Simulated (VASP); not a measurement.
Set up this calculation in VASP 6.6.1, as the native input.

* Task: single point
* Functional: PBE
* Potentials or basis: VASP PAW PBE potentials, release 64 (Sb)
* Cutoff: 520 eV
* k mesh: 9 × 9 × 9
* Occupations: fermi-dirac, width 0.1 eV
* Spin: no spin polarisation
* Dipole correction: no
* Further INCAR settings: ALGO = Normal; EDIFF = 1e-06; NBANDS = 12

The structure of Sb lies in POSCAR:

```
Sb
1.0
    2.1879029667      1.2631863668      3.8431731385
   -2.1879029667      1.2631863668      3.8431731385
    0.0000000000     -2.5263727336      3.8431731385
Sb
2
Direct
    0.2326795448      0.2326795448      0.2326795448
    0.7673204552      0.7673204552      0.7673204552
```

The input as run:

INCAR

```
SYSTEM = Sb
PREC = Accurate
ENCUT = 520
EDIFF = 1E-6
ISMEAR = -1
SIGMA = 0.1
LREAL = .FALSE.
LASPH = .TRUE.
NELM = 80
ALGO = Normal
ISIF = 2
LWAVE = .FALSE.
LCHARG = .FALSE.
GGA = PE
NBANDS = 12
```

KPOINTS

```
Automatic mesh
0
G
  9 9 9
  0 0 0
```

Potentials or basis: VASP PAW PBE potentials, release 64 (Sb).

Command:

```console
$ cat potpaw_PBE.64/Sb/POTCAR > POTCAR
$ mpirun -np 1 vasp_std > vasp.out
```

Results of the run:

```
Pressure      : 0.1 GPa
Largest force : 0.036 eV/Å
```

Run time: 32 s on 1 thread of Intel(R) Xeon(R) Platinum 8488C (Sapphire Rapids) (shared host), peak memory 0.23 GiB.
